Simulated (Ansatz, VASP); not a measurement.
## TiTe2 in VASP and in Ansatz

POSCAR

```
TiTe2
1.0
    3.8060080600      0.0000000000      0.0000000000
   -1.9030040300      3.2960996700      0.0000000000
    0.0000000000      0.0000000000      6.8419517700
Ti Te
1 2
Direct
    0.0000000000      0.0000000000      0.0000000000
    0.6666666700      0.3333333300      0.2478209800
    0.3333333300      0.6666666700      0.7521790200
```

The input INCAR.step1:

```
SYSTEM = TiTe2
PREC = Accurate
ENCUT = 520
ISMEAR = -1
SIGMA = 0.1
LREAL = .False.
LASPH = .True.
NELM = 80
NBANDS = 19
GGA = PE
ALGO = Normal
EDIFF = 1E-4
LWAVE = .True.
LCHARG = .False.
```

File INCAR.step2:

```
SYSTEM = TiTe2
PREC = Accurate
ENCUT = 520
EDIFF = 1E-6
ISMEAR = -1
SIGMA = 0.1
LREAL = .False.
LASPH = .True.
NELM = 80
ALGO = Normal
ISIF = 2
LWAVE = .False.
LCHARG = .False.
METAGGA = R2SCAN
LMIXTAU = .True.
NBANDS = 19
ISTART = 1
```

The input KPOINTS:

```
regular mesh
0
Gamma
  10 10 5
  0 0 0
```

Input for Ansatz:

```yaml
crystal:
  lattice:
    - [3.80600806, 0.0, 0.0]
    - [-1.90300403, 3.29609967, 0.0]
    - [0.0, 0.0, 6.84195177]
  atoms:
    - { symbol: Ti, position: [0.0, 0.0, 0.0] }
    - { symbol: Te, position: [0.66666667, 0.33333333, 0.24782098] }
    - { symbol: Te, position: [0.33333333, 0.66666667, 0.75217902] }
  symmetry: { tolerance: 0.0003 }
hamiltonian:
  xc: r2scan
  pseudopotentials: { kind: paw, azcp: { folder: soft_1 } }
basis:
  ecutwfc: 500
magnetization:
  spin_polarized: false
scf:
  occupations: { method: fermi_dirac, width: 0.1 }
kpoints:
  mp_grid: { grid: [10, 10, 5], shift: [0, 0, 0] }
  band_path:
    path:
      - [0.0, 0.0, 0.0]
      - [0.5, 0.0, 0.0]
      - [0.33333333, 0.33333333, 0.0]
      - [0.0, 0.0, 0.0]
      - [0.0, 0.0, 0.5]
      - [0.5, 0.0, 0.5]
      - [0.33333333, 0.33333333, 0.5]
      - [0.0, 0.0, 0.5]
      - [0.5, 0.0, 0.5]
      - [0.5, 0.0, 0.0]
      - [0.33333333, 0.33333333, 0.5]
    npoints: 11
output:
  forces: true
  stress: true
  eigenvalues: true
  bader: true
  populations: true
  elf: true
  write_potential: true
  write_density: true
  volumetric_format: npy
  dos:
    e_range: [-12, 8]
    de: 0.05
    projected: { site_lists: { Te: [Te], Ti: [Ti] } }
```

Alike in both runs: task single point; functional r2SCAN; k mesh 10 × 10 × 5; occupations fermi-dirac, width 0.1 eV; no spin polarisation.

|  | VASP | Ansatz |
| --- | --- | --- |
| version | VASP 6.6.1 | Ansatz 0.2.0 |
| potentials or method | VASP PAW PBE potentials, release 64 (Ti_sv, Te), cutoff 520 eV | PAW plane waves |
| valence electrons in the cell | 24 | 44 |

|  | VASP | Ansatz | Ansatz less VASP |
| --- | --- | --- | --- |
| pressure (GPa) | 0.1 | 0.0 | -0.08 |
| rms of the force components (eV/Å) | 0.006 | 0.000 | -0.0060 |

VASP's potentials were made for PBE, not for r2SCAN. Atom by atom the forces differ by 0.007 eV/Å (rms over components). VASP's potentials hold 24 valence electrons a cell and Ansatz's 44, so a difference there can come from the potentials and not from the codes.

Neither program's run includes spin-orbit coupling.
